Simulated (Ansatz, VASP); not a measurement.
# Ge in VASP and in Ansatz

File INCAR:

```
ALGO = Normal
DIPOL = 0.5 0.5 0.500
EDIFF = 1E-6
ENCUT = 520
GGA = PE
IDIPOL = 3
ISIF = 2
ISMEAR = 0
LASPH = T
LCHARG = F
LDIPOL = T
LREAL = F
LWAVE = F
NBANDS = 21
NELM = 100
PREC = Accurate
SIGMA = 0.1
```

File KPOINTS:

```
k-points
0
Gamma
  12 12 1
```

The input POSCAR:

```
Ge
1.0
    4.0510000000      0.0000000000      0.0000000000
   -2.0255000000      3.5082689107      0.0000000000
    0.0000000000      0.0000000000     28.0000000000
Ge
2
Direct
    0.3333333333      0.6666666667      0.5025892857
    0.6666666667      0.3333333333      0.4974107143
```

Input for Ansatz:

```yaml
crystal:
  lattice:
    - [4.051, 0.0, 0.0]
    - [-2.0255, 3.5082689107, 0.0]
    - [0.0, 0.0, 28.0]
  atoms:
    - { symbol: Ge, position: [0.3333333333, 0.6666666667, 0.5025892857] }
    - { symbol: Ge, position: [0.6666666667, 0.3333333333, 0.4974107143] }
  periodic: [true, true, false]
basis:
  ecutwfc: 420
kpoints:
  mp_grid: { grid: [12, 12, 1] }
hamiltonian:
  xc: pbe
  pseudopotentials: { kind: paw, azcp: { folder: soft_1 } }
scf:
  occupations: { method: gaussian, width: 0.1 }
output:
  forces: true
  stress: true
  eigenvalues: true
```

Alike in both runs: task single point; functional PBE; k mesh 12 × 12 × 1; occupations gaussian, width 0.1 eV; no spin polarisation.

|  | VASP | Ansatz |
| --- | --- | --- |
| version | VASP 6.6.1 | Ansatz 0.2.0 |
| potentials or method | VASP PAW PBE potentials, release 64 (Ge_d), cutoff 520 eV | scalar-relativistic, plane waves, PAW |
| valence electrons in the cell | 28 | 28 |

|  | VASP | Ansatz | Ansatz less VASP |
| --- | --- | --- | --- |
| gap on the k mesh at the Fermi level (eV) | none | none | - |
| rms of the force components (eV/Å) | 0.206 | 0.209 | +0.0029 |

Atom by atom the forces differ by 0.003 eV/Å (rms over components). A gap of «none» marks a metal or a gap that the smearing closes. The functional is the same, so the differences come from potentials, cutoffs and numerics.
